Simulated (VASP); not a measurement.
A run of VASP 6.6.1 is set up as follows.

The input INCAR:

```
PREC     = Accurate       # precision mode
ENCUT    = 520            # plane-wave cutoff, eV
EDIFF    = 1E-7           # SCF threshold, eV
ISMEAR   = -1             # smearing method
SIGMA    = 0.05           # smearing width, eV
LREAL    = False          # projectors in reciprocal space
LASPH    = True           # aspherical terms in the spheres
NELM     = 150            # most SCF steps
ALGO     = Normal         # electronic algorithm
ISIF     = 2              # what is computed and relaxed
LWAVE    = False          # write WAVECAR
LCHARG   = True           # write CHGCAR
ISPIN    = 2              # spin polarisation
MAGMOM   = 1.5 1.5        # initial moments
LORBIT   = 11             # projections on sites
LMAXMIX  = 4              # l up to which the mixer works
GGA      = CA             # functional
LELF     = True           # ELF
LVHAR    = True         
NBANDS   = 21             # bands
```

The input KPOINTS:

```
Automatic mesh
0
Gamma
  11 11 11
```

The input POSCAR:

```
Ni
1.0
    2.7674309400      0.0000000000      0.0000000000
    0.0000000000      2.7674309400      0.0000000000
    0.0000000000      0.0000000000      2.7674309400
Ni
2
Direct
    0.0000000000      0.0000000000      0.0000000000
    0.5000000000      0.5000000000      0.5000000000
```

Potentials or basis: VASP PAW LDA potentials, release 64 (Ni).

Command:

```sh
$ cat potpaw_LDA.64/Ni/POTCAR > POTCAR
$ mpirun -np 1 vasp_std > vasp.out
```

(1) Predict the site moments.

(2) What does it give for the net moment?

(3) What does it give for the pressure?

Answers

(1) Ni +0.45 μB.

(2) 0.90 μB per cell.

(3) -10.8 GPa.
